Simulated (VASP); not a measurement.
# Al2O3 (R-3c) in VASP: further runs, part 2 of 2

VASP 6.6.1.

## 4. Single point, PBEsol (volume 8.559 Å^3 an atom, c/a of the conventional cell 2.5162)

INCAR reads:

```
SYSTEM = Al2O3
ALGO = Normal
EDIFF = 1E-7
ENCUT = 520
GGA = PS
ISIF = 2
ISMEAR = 0
LASPH = .True.
LCHARG = .False.
LREAL = .False.
LWAVE = .False.
NBANDS = 35
NELM = 80
PREC = Accurate
SIGMA = 0.05
```

KPOINTS reads:

```
k-points
0
Gamma
  6 6 6
  0 0 0
```

POSCAR reads:

```
Al2O3
1.0
    2.4512910352      1.4152535390      4.1119590018
   -2.4512910352      1.4152535390      4.1119590018
    0.0000000000     -2.8305070780      4.1119590018
Al O
4 6
Direct
    0.8520350473      0.8520350473      0.8520350473
    0.6479649527      0.6479649527      0.6479649527
    0.1479649527      0.1479649527      0.1479649527
    0.3520350473      0.3520350473      0.3520350473
    0.0558571577      0.4441428423      0.7500000000
    0.7500000000      0.0558571577      0.4441428423
    0.4441428423      0.7500000000      0.0558571577
    0.9441428423      0.5558571577      0.2500000000
    0.2500000000      0.9441428423      0.5558571577
    0.5558571577      0.2500000000      0.9441428423
```

Potentials or basis: VASP PAW PBE potentials, release 64 (Al, O).

Launch:

```sh
cat potpaw_PBE.64/Al/POTCAR potpaw_PBE.64/O/POTCAR > POTCAR
mpirun -np 1 vasp_std > vasp.out
```

OUTCAR:

```text
SYSTEM = Al2O3
   EDIFF = 1E-7
   ENCUT = 520
   GGA = PS
   ISIF = 2
   ISMEAR = 0
   LASPH = .True.
   LREAL = .False.
   NELM = 80
   PREC = Accurate

 ion  position               nearest neighbor table
   1  0.852  0.852  0.852-   9 1.88   8 1.88  10 1.88   7 1.96   6 1.96   5 1.96   2 2.52   3 2.87
                             3 2.87   3 2.87   2 3.25   2 3.25   2 3.25
   2  0.648  0.648  0.648-  10 1.88   8 1.88   9 1.88   7 1.96   6 1.96   5 1.96   1 2.52   4 2.87
                             4 2.87   4 2.87   1 3.25   1 3.25   1 3.25
   3  0.148  0.148  0.148-   6 1.88   5 1.88   7 1.88   9 1.96  10 1.96   8 1.96   4 2.52   1 2.87
                             1 2.87   1 2.87   4 3.25   4 3.25   4 3.25
   4  0.352  0.352  0.352-   7 1.88   5 1.88   6 1.88   9 1.96  10 1.96   8 1.96   3 2.52   2 2.87
                             2 2.87   2 2.87   3 3.25   3 3.25   3 3.25
   5  0.056  0.444  0.750-   3 1.88   4 1.88   1 1.96   2 1.96
   6  0.750  0.056  0.444-   3 1.88   4 1.88   1 1.96   2 1.96
   7  0.444  0.750  0.056-   4 1.88   3 1.88   1 1.96   2 1.96
   8  0.944  0.556  0.250-   1 1.88   2 1.88   3 1.96   4 1.96
   9  0.250  0.944  0.556-   1 1.88   2 1.88   3 1.96   4 1.96
  10  0.556  0.250  0.944-   2 1.88   1 1.88   3 1.96   4 1.96

  LATTYP: Found a trigonal (rhomboedric) cell.
 ALAT       =     4.9919913012
 COS(alpha) =     0.5177501406

  Lattice vectors:

 A1 = (   2.4512910352,   1.4152535390,   4.1119590018)
 A2 = (  -2.4512910352,   1.4152535390,   4.1119590018)
 A3 = (   0.0000000000,  -2.8305070780,   4.1119590018)

Analysis of symmetry for initial positions (statically):
=====================================================================
 Subroutine PRICEL returns:
 Original cell was already a primitive cell.

 Routine SETGRP: Setting up the symmetry group for a
 trigonal (rhombohedral) supercell.

 Subroutine GETGRP returns: Found 12 space group operations
 (whereof  6 operations were pure point group operations)
 out of a pool of 12 trial point group operations.

The static configuration has the point symmetry S_6 .
[... 154 lines left out ...]
  Thomas-Fermi vector in A             =   2.477574
   LORBIT       =      0    0 simple, 1 ext, 2 COOP (PROOUT), +10 PAW based schemes
   GGA     = PS    functional components
   LHFCALC =     F    Hartree Fock is set to
   AEXX    =    0.0000 exact exchange contribution
   IVDW    =     0    specifies the selected vdW correction
   LEPSILON=     F    determine dielectric tensor
   LRPA    =     F    only Hartree local field effects (RPA)
 non-spin polarized calculation
 Gauss-broadening in eV      SIGMA  =   0.05
  energy-cutoff  :      520.00
  volume of cell :       85.59
 maximum number of plane-waves:      2320
 NGX is ok and might be reduce to    40
   NGX = 19   NGY = 19   NGZ = 19

 number of electron      47.9999997 magnetization

 Free energy of the ion-electron system (eV)
  ---------------------------------------------------
  ext. energy  EPLUGINS =         0.00000000
  ---------------------------------------------------
  free energy    TOTEN  =       -78.21548559 eV

  energy without entropy =      -78.21548559  energy(sigma->0) =      -78.21548559

 E-fermi :   6.6706     XC(G=0): -11.9168

 val. band max:        6.4471020561   @ k =   0.0000   0.0000   0.0000
 cond. band min:      11.7620291325   @ k =   0.0000   0.0000   0.0000
 fundamental gap:      5.3149270763
 Fermi energy:         6.6705585033

 k-point     1 :       0.0000    0.0000    0.0000
  band No.  band energies     occupation
      1     -13.1605      2.00000
      2     -10.6078      2.00000
      3     -10.6078      2.00000
      4     -10.4570      2.00000
      5     -10.2208      2.00000
      6     -10.2208      2.00000
[... 901 lines left out ...]
     34      19.1339      0.00000
     35      19.2670      0.00000

 [... further k-points ...]
[... 5 lines left out ...]
  --------------------------------------------------------------------------------------
  -------------------------------------------------------------------------------------
  Total       -5.7422466     -5.7422466     10.8790568      0.0000000      0.0000000      0.0000000
  in kB     -107.4888126   -107.4888126    203.6444950      0.0000000      0.0000000      0.0000000
  external PRESSURE =      -3.7777101 kB  Pullay stress =       0.0000000 kB

 VOLUME and BASIS-vectors are now :
 -----------------------------------------------------------------------------
  energy-cutoff  :      520.00
  volume of cell :       85.59
      direct lattice vectors                 reciprocal lattice vectors
     2.451291035  1.415253539  4.111959002     0.203974148  0.117764529  0.081064362
    -2.451291035  1.415253539  4.111959002    -0.203974148  0.117764529  0.081064362
     0.000000000 -2.830507078  4.111959002     0.000000000 -0.235529058  0.081064362

 POSITION                                       TOTAL-FORCE (eV/Angst)
 -----------------------------------------------------------------------------------
      0.00000      0.00000     10.51060         0.000000      0.000000      0.713557
      0.00000      0.00000      7.99322         0.000000     -0.000000     -0.713557
      0.00000      0.00000      1.82528         0.000000     -0.000000     -0.713557
      0.00000      0.00000      4.34266         0.000000     -0.000000      0.713557
     -0.95180     -1.41525      5.13995        -0.147511     -0.000000      0.000000
      1.70155     -0.11666      5.13995         0.073756     -0.127749      0.000000
     -0.74974      1.53191      5.13995         0.073756      0.127749      0.000000
      0.95180      1.41525      7.19593         0.147511     -0.000000     -0.000000
     -1.70155      0.11666      7.19593        -0.073756      0.127749      0.000000
      0.74974     -1.53191      7.19593        -0.073756     -0.127749      0.000000
 -----------------------------------------------------------------------------------
    total drift:                               -0.000000      0.000000     -0.000000

  FREE ENERGIE OF THE ION-ELECTRON SYSTEM (eV)
  ---------------------------------------------------
  free  energy   TOTEN  =       -78.2154855911 eV

  energy  without entropy=      -78.2154855911  energy(sigma->0) =      -78.21548559
```

OSZICAR:

```text
N       E                     dE             d eps       ncg     rms          rms(c)
DAV:   1     0.222099228411E+03    0.22210E+03   -0.25266E+04  2248   0.131E+03
DAV:   2    -0.727455142617E+02   -0.29484E+03   -0.28411E+03  2876   0.284E+02
DAV:   3    -0.854127541153E+02   -0.12667E+02   -0.12621E+02  2909   0.600E+01
DAV:   4    -0.855081391524E+02   -0.95385E-01   -0.95328E-01  2781   0.602E+00
DAV:   5    -0.855092387723E+02   -0.10996E-02   -0.10995E-02  2820   0.645E-01    0.164E+01
DAV:   6    -0.783032272186E+02    0.72060E+01   -0.24432E+01  2730   0.262E+01    0.595E+00
DAV:   7    -0.782523340973E+02    0.50893E-01   -0.73922E-01  2640   0.424E+00    0.322E+00
DAV:   8    -0.782162103313E+02    0.36124E-01   -0.86971E-02  2788   0.223E+00    0.589E-01
DAV:   9    -0.782152073541E+02    0.10030E-02   -0.16619E-02  2885   0.669E-01    0.327E-01
DAV:  10    -0.782155217298E+02   -0.31438E-03   -0.58729E-04  2567   0.145E-01    0.945E-02
DAV:  11    -0.782154846283E+02    0.37102E-04   -0.29801E-04  2736   0.985E-02    0.320E-02
DAV:  12    -0.782154865652E+02   -0.19369E-05   -0.11406E-05  2722   0.213E-02    0.685E-03
DAV:  13    -0.782154856806E+02    0.88463E-06   -0.39252E-06  2776   0.109E-02    0.144E-03
DAV:  14    -0.782154855911E+02    0.89506E-07   -0.96732E-08  1788   0.199E-03
   1 F= -.78215486E+02 E0= -.78215486E+02  d E =-.276521E-12
```

stdout:

```text
POSCAR found type information on POSCAR AlO
 POSCAR found :  2 types and      10 ions
 scaLAPACK will be used
 -----------------------------------------------------------------------------
|                                                                             |
|                                                                             |
|     You enforced a specific xc type in the INCAR file but a different       |
|     I HOPE YOU KNOW WHAT YOU ARE DOING!                                     |
|                                                                             |
 -----------------------------------------------------------------------------

 LDA part: xc-table for (Slater+PW92), standard interpolation
 POSCAR, INCAR and KPOINTS ok, starting setup
 FFT: planning ... GRIDC
 FFT: planning ... GRID_SOFT
 FFT: planning ... GRID
 WAVECAR not read
 entering main loop
```

Wall time 53 s (1 thread of Intel Xeon 6975P-C (Granite Rapids), shared host); peak memory 0.25 GiB.

What came out:

- Free energy: -78.2155 eV
- Pressure: -0.4 GPa
- Largest force: 0.714 eV/Å
- Band gap on the k mesh: 5.31 eV, direct

Forces in eV/Å, atoms in the order of the input:
```
Al   0.000  0.000  0.714
Al   0.000  0.000 -0.714
Al   0.000  0.000 -0.714
Al   0.000  0.000  0.714
O   -0.148  0.000  0.000
O    0.074 -0.128  0.000
O    0.074  0.128  0.000
O    0.148  0.000  0.000
O   -0.074  0.128  0.000
O   -0.074 -0.128  0.000
```

Stress tensor (GPa, compression positive):
```
-10.75   0.00   0.00
  0.00 -10.75   0.00
  0.00   0.00  20.36
```

Caveat: the PAW data sets were made with another functional, which shifts forces and pressure a little. A k mesh can miss the band edges.

## 5. Single point, PBEsol (volume 8.559 Å^3 an atom, c/a of the conventional cell 2.5844)

INCAR reads:

```
PREC = Accurate
ENCUT = 520
EDIFF = 1E-6
ISMEAR = 0
SIGMA = 0.05
LREAL = F
LASPH = T
NELM = 80
ALGO = Normal
ISIF = 2
LWAVE = F
LCHARG = T
GGA = PS
LELF = T
LVHAR = T
NBANDS = 35
```

KPOINTS reads:

```
Automatic mesh
0
Gamma
  6 6 6
```

Edit POSCAR of step 4 so:

```diff
@@ -2,5 +2,5 @@
 1.0
-    2.4512910352      1.4152535390      4.1119590018
-   -2.4512910352      1.4152535390      4.1119590018
-    0.0000000000     -2.8305070780      4.1119590018
+    2.4295360754      1.4026933071      4.1859286888
+   -2.4295360754      1.4026933071      4.1859286888
+    0.0000000000     -2.8053866142      4.1859286888
 Al O
```

Launch:

```sh
cat potpaw_PBE.64/Al/POTCAR potpaw_PBE.64/O/POTCAR > POTCAR
mpirun -np 1 vasp_std > vasp.out
```

It took 55 s on 1 thread of Intel Xeon 6975P-C (Granite Rapids), shared host; peak memory 0.25 GiB.

The run converged. Its results:

```yaml
Free_energy: -78.4637 eV
Pressure: -0.3 GPa
Largest_force: 0.448 eV/Å
Band_gap_on_the_k_mesh: 5.58 eV, direct
```

Forces on the atoms (eV/Å):
```
Al   0.000  0.000  0.448
Al   0.000  0.000 -0.448
Al   0.000  0.000 -0.448
Al   0.000  0.000  0.448
O   -0.102  0.000  0.000
O    0.051 -0.088  0.000
O    0.051  0.088  0.000
O    0.102  0.000  0.000
O   -0.051  0.088  0.000
O   -0.051 -0.088  0.000
```

Stress tensor (GPa, compression positive):
```
-7.28  0.00  0.00
 0.00 -7.28  0.00
 0.00  0.00 13.68
```

Levels at points of the mesh, in eV from the valence-band top:
| k point | band 20 | band 21 | band 22 | band 23 | band 24 | band 25 | band 26 | band 27 | band 28 | band 29 |
| --- | --- | --- | --- | --- | --- | --- | --- | --- | --- | --- |
| (0.00, 0.00, 0.00) | -0.80 | -0.80 | -0.51 | -0.51 | 0.00 | 5.58 | 8.18 | 10.42 | 10.56 | 11.59 |
| (0.50, 0.00, 0.00) | -1.54 | -1.16 | -1.16 | -0.48 | -0.48 | 8.71 | 8.71 | 9.30 | 9.30 | 10.97 |
| (0.50, 0.50, 0.00) | -1.44 | -1.35 | -1.32 | -0.89 | -0.45 | 8.62 | 9.14 | 9.37 | 9.78 | 10.41 |
| (0.50, 0.50, 0.50) | -2.22 | -0.87 | -0.87 | -0.87 | -0.87 | 7.91 | 7.91 | 10.62 | 10.62 | 11.61 |

Caveat: the PAW data sets were made with another functional, which shifts forces and pressure a little. A k mesh can miss the band edges.

## 6. Overview

```tsv
cell	gap on the mesh (eV)	pressure (GPa)	largest force (eV/Å)
a = 4.853 Å, angles 57.7°, 10 atoms	6.92	34.2	0.61
a = 5.192 Å, angles 54.2°, 10 atoms	6.01	0.5	0.17
a = 4.992 Å, angles 58.8°, 10 atoms	5.31	-0.4	0.71
a = 5.039 Å, angles 57.7°, 10 atoms	5.58	-0.3	0.45
```

Alike in all rows: task single point; level PBEsol; potentials or basis VASP PAW PBE potentials, release 64 (Al, O); no spin polarisation; k mesh 6 × 6 × 6; cutoff (eV) 520; smearing gaussian 0.05 eV.

Caveats: the PAW data sets were made with another functional, which shifts forces and pressure a little.

Total energies depend on the potentials used, so only differences within one code and one set of settings carry meaning.
